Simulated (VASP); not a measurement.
Here is a VASP 6.6.1 calculation.

The input INCAR:

```
SYSTEM = Al
  ALGO = Normal
  EDIFF = 1E-6
  EDIFFG = -0.01
  ENCUT = 600
  IBRION = 2
  ISIF = 3
  ISMEAR = -1
  LASPH = .TRUE.
  LCHARG = .FALSE.
  LREAL = .FALSE.
  LWAVE = .FALSE.
  NELM = 60
  NSW = 80
  PREC = Accurate
  SIGMA = 0.1
```

The input KPOINTS:

```
k-points
0
G
  18 18 5
  0 0 0
```

POSCAR

```
Al
1.0
    2.8270770200      0.0000000000      0.0000000000
   -1.4135385100      2.4483205200      0.0000000000
    0.0000000000      0.0000000000      9.1859930700
Al
4
Direct
    0.0000000000      0.0000000000      0.0000000000
    0.3333333300      0.6666666700      0.2500000000
    0.0000000000      0.0000000000      0.5000000000
    0.6666666700      0.3333333300      0.7500000000
```

Potentials or basis: VASP PAW LDA potentials, release 64 (Al).

Run with:

```bash
$ cat potpaw_LDA.64/Al/POTCAR > POTCAR
$ mpirun -np 1 vasp_std > vasp.out
```

Question: Predict the relaxed volume.

Answer: 15.88 Å³/atom.

Question: Estimate the band gap on the k mesh.

Answer: Zero (band 6 reaches 12.19 eV, above the bottom of band 7 at 6.60 eV).

Question: Estimate the relaxed cell.

Answer: a = 2.822 Å, b = 2.822 Å, c = 9.206 Å, α = 90.00°, β = 90.00°, γ = 120.00°.

Question: What does it give for the space group after relaxing (to 0.05 Å)?

Answer: P6_3/mmc (No. 194).

The path:
| step | energy change (eV) | largest force (eV/Å) | pressure (GPa) | volume (Å³) |
| --- | --- | --- | --- | --- |
| 1 | 0.0000 | 0.0000 | -0.08 | 63.58 |
| 2 | -0.0001 | 0.0000 | 0.01 | 63.51 |
| 3 | -0.0001 | 0.0000 | 0.09 | 63.45 |
| 4 | -0.0002 | 0.0000 | 0.01 | 63.51 |
